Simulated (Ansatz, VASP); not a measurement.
# MgS in VASP and in Ansatz

```xyz
2
Lattice="0.0000 2.5648 2.5648 2.5648 0.0000 2.5648 2.5648 2.5648 0.0000" Properties=species:S:1:pos:R:3 pbc="T T T"
Mg    0.0000    0.0000    0.0000
S     2.5648    2.5648    2.5648
```

Alike in both runs: functional LDA; k mesh 8 × 8 × 8; occupations gaussian, width 0.02 eV; no spin polarisation.

Ansatz relaxed the structure, and its values are those at the end. VASP's run is a single point on that final structure, the one shown.

|  | VASP | Ansatz |
| --- | --- | --- |
| version | VASP 6.6.1 | Ansatz 0.2.0 |
| potentials or method | VASP PAW LDA potentials, release 64 (Mg, S), cutoff 600 eV | scalar-relativistic, plane waves, PAW |
| valence electrons in the cell | 8 | 16 |

Ansatz gave:

```
gap on the k mesh at the Fermi level (eV) : 2.65
least direct gap on the mesh (eV)         : 3.82
pressure (GPa)                            : 0.0
```

Problem. Which values does VASP return?

Solution. gap on the k mesh at the Fermi level (eV): 2.65; least direct gap on the mesh (eV): 3.84; pressure (GPa): -0.6.

Ansatz warns that its potentials were made for another functional, while VASP's fit it. LDA's correlation is that of Perdew and Zunger in VASP and of Perdew and Wang (1992) in Ansatz. VASP's potentials hold 8 valence electrons a cell and Ansatz's 16, so a difference there can come from the potentials and not from the codes.
